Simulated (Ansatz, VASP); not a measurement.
**One calculation of Cd3Ga2O, two programs**

```
Cd Ga O
1.0
     3.38939    0.00000    0.00000
    -1.69470    2.93530    0.00000
     0.00000    0.00000   12.75216
Cd Ga O
3 2 1
Direct
  0.00000 0.00000 0.22125
  0.66667 0.33333 0.59851
  0.33333 0.66667 0.84829
  0.00000 0.00000 0.01218
  0.66667 0.33333 0.38949
  0.33333 0.66667 0.68027
```

Change from the starting cell: species swapped into the MnCd2Te3 type (P3m1, No. 156).

Alike in both runs: functional PBE; k mesh 12 × 12 × 4; occupations gaussian, width 0.1 eV; no spin polarisation.

Ansatz relaxed the structure, and its values are those at the end. VASP's run is a single point on that final structure, the one shown.

```csv
,VASP,Ansatz
version,VASP 6.6.1,Ansatz 0.2.0
potentials or method,"VASP PAW PBE potentials, release 64 (Cd, Ga_d, O), cutoff 520 eV","scalar-relativistic, plane waves, PAW"
valence electrons in the cell,68,92
```

|  | VASP | Ansatz | Ansatz less VASP |
| --- | --- | --- | --- |
| gap on the k mesh at the Fermi level (eV) | none | none | - |
| pressure (GPa) | 0.5 | 0.0 | -0.48 |
| rms of the force components (eV/Å) | 0.032 | 0.001 | -0.0304 |

A gap of «none» marks a metal or a gap that the smearing closes. VASP's potentials hold 68 valence electrons a cell and Ansatz's 92, so a difference there can come from the potentials and not from the codes.
